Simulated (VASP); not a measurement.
A run of VASP 6.6.1 is set up as follows.

The input INCAR:

```
PREC     = Accurate       # precision mode
ENCUT    = 520            # plane-wave cutoff, eV
EDIFF    = 1E-7           # SCF threshold, eV
ISMEAR   = -1             # smearing method
SIGMA    = 0.06122561905347299 # smearing width, eV
LREAL    = F              # projectors in reciprocal space
LASPH    = T              # aspherical terms in the spheres
NELM     = 60             # most SCF steps
ALGO     = Normal         # electronic algorithm
ISIF     = 2              # what is computed and relaxed
LWAVE    = F              # write WAVECAR
LCHARG   = F              # write CHGCAR
GGA      = PE             # functional
NBANDS   = 18             # bands
```

Contents of KPOINTS:

```
Automatic mesh
0
Gamma
  20 20 20
```

POSCAR

```
Lu
1.0
   -1.9738867154      1.9738867154      1.9738867154
    1.9738867154     -1.9738867154      1.9738867154
    1.9738867154      1.9738867154     -1.9738867154
Lu
1
Direct
    0.0000000000      0.0000000000      0.0000000000
```

Potentials or basis: VASP PAW PBE potentials, release 64 (Lu).

Launch:

```bash
$ cat potpaw_PBE.64/Lu/POTCAR > POTCAR
$ mpirun -np 1 vasp_std > vasp.out
```

Question: Estimate the pressure.

Answer: -1.4 GPa.

Question: Predict the band gap on the k mesh.

Answer: Zero (an odd number of electrons rules out a gap without spin polarisation).

Caveat: spin-orbit coupling is left out, which moves the levels of the heavy elements.
